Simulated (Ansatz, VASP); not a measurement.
## GeCl3 in VASP and in Ansatz

```
Ge Cl
1.0
     4.47412    0.00596    0.00386
     0.00706    5.95775   -0.00231
    -0.12947   -0.16111   11.67746
Ge Cl
2 6
Direct
  0.49655 0.42849 0.69119
  0.50315 0.57136 0.18778
  0.49315 0.22768 0.53290
  0.49855 0.77582 0.03357
  0.50108 0.19001 0.83183
  0.50595 0.80659 0.33321
  0.99955 0.59427 0.69797
  0.00202 0.40579 0.19154
```

Change from the starting cell: the structure that the rattled cell fell into.

Alike in both runs: functional PBE; k mesh 4 × 4 × 2; occupations gaussian, width 0.1 eV; no spin polarisation.

Ansatz relaxed the structure, and its values are those at the end. VASP's run is a single point on that final structure, the one shown.

```csv
,VASP,Ansatz
version,VASP 6.6.1,Ansatz 0.2.0
potentials or method,"VASP PAW PBE potentials, release 64 (Ge_d, Cl), cutoff 520 eV","scalar-relativistic, plane waves, PAW"
valence electrons in the cell,70,70
```

VASP gave:

| Quantity | Value |
| --- | --- |
| gap on the k mesh at the Fermi level (eV) | none |
| pressure (GPa) | -0.1 |
| rms of the force components (eV/Å) | 0.024 |

Problem. What did Ansatz give for the same quantities?

Solution. gap on the k mesh at the Fermi level (eV): none; pressure (GPa): 0.0; rms of the force components (eV/Å): 0.012.

A gap of «none» marks a metal or a gap that the smearing closes.
